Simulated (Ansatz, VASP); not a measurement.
## ScAl: VASP beside Ansatz

```
CELL_PARAMETERS angstrom
3.34440 0.00000 0.00000
0.00000 3.34440 0.00000
0.00000 0.00000 3.34440
ATOMIC_POSITIONS crystal
Sc 0.50000 0.50000 0.50000
Al 0.00000 0.00000 0.00000
```

Alike in both runs: functional PBEsol; k mesh 12 × 12 × 12; occupations gaussian, width 0.1 eV; no spin polarisation.

Ansatz relaxed the structure, and its values are those at the end. VASP's run is a single point on that final structure, the one shown.

|  | VASP | Ansatz |
| --- | --- | --- |
| version | VASP 6.6.1 | Ansatz 0.2.0 |
| potentials or method | VASP PAW PBE potentials, release 64 (Sc_sv, Al), cutoff 520 eV | scalar-relativistic, plane waves, PAW |
| valence electrons in the cell | 14 | 14 |

```csv
,VASP,Ansatz,Ansatz less VASP
gap on the k mesh at the Fermi level (eV),none,none,-
pressure (GPa),0.1,0.0,-0.14
```

VASP's potentials were made for PBE, not for PBEsol. A gap of «none» marks a metal or a gap that the smearing closes. The functional is the same, so the differences come from potentials, cutoffs and numerics.
